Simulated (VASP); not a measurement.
Write the native input for VASP 6.6.1 that does the following.

```
Task                   : single point
Functional             : BLYP
Potentials or basis    : VASP PAW PBE potentials, release 64 (Ag, O)
Cutoff                 : 600 eV
k mesh                 : 6 × 6 × 6
Occupations            : gaussian, width 0.05 eV
Spin                   : no spin polarisation
Dipole correction      : no
Further INCAR settings : ALGO = Normal; EDIFF = 1e-06; NBANDS = 37
```

The structure of Ag2O lies in POSCAR:

```
Ag2O
1.0
    4.9676443387      0.0000000000      0.0000000000
    0.0000000000      4.9676443387      0.0000000000
    0.0000000000      0.0000000000      4.9676443387
Ag O
4 2
Direct
    0.7500000000      0.7500000000      0.7500000000
    0.7500000000      0.2500000000      0.2500000000
    0.2500000000      0.2500000000      0.7500000000
    0.2500000000      0.7500000000      0.2500000000
    0.0000000000      0.0000000000      0.0000000000
    0.5000000000      0.5000000000      0.5000000000
```

These files were run (other wordings do the same):

INCAR

```
SYSTEM = Ag2O
PREC     = Accurate       ! precision mode
ENCUT    = 600            ! plane-wave cutoff, eV
EDIFF    = 1E-6           ! SCF threshold, eV
ISMEAR   = 0              ! smearing method
SIGMA    = 0.05           ! smearing width, eV
LREAL    = .FALSE.        ! projectors in reciprocal space
LASPH    = .TRUE.         ! aspherical terms in the spheres
NELM     = 120            ! most SCF steps
ALGO     = Normal         ! electronic algorithm
ISIF     = 2              ! what is computed and relaxed
LWAVE    = .FALSE.        ! write WAVECAR
LCHARG   = .FALSE.        ! write CHGCAR
GGA      = B5             ! functional
ALDAX    = 1.0          
AGGAX    = 1.0          
AGGAC    = 1.0          
ALDAC    = 0.0          
NBANDS   = 37             ! bands
GGA_COMPAT= .FALSE.
```

KPOINTS

```
Automatic mesh
0
G
  6 6 6
  0 0 0
```

Potentials or basis: VASP PAW PBE potentials, release 64 (Ag, O).

Run with:

```bash
$ cat potpaw_PBE.64/Ag/POTCAR potpaw_PBE.64/O/POTCAR > POTCAR
$ mpirun -np 1 vasp_std > vasp.out
```

Results of the run:

```json
{"Pressure": "-2.1 GPa", "Band gap on the k mesh": "zero (filled and empty bands touch)"}
```

Caveat: semilocal functionals underestimate gaps, and a narrow one can read as zero; the PAW data sets were made with another functional, which shifts forces and pressure a little.

Wall time 72 s on 1 thread of AMD EPYC 9R45 96-Core Processor (Zen 5), on a shared host, peak memory 0.25 GiB.
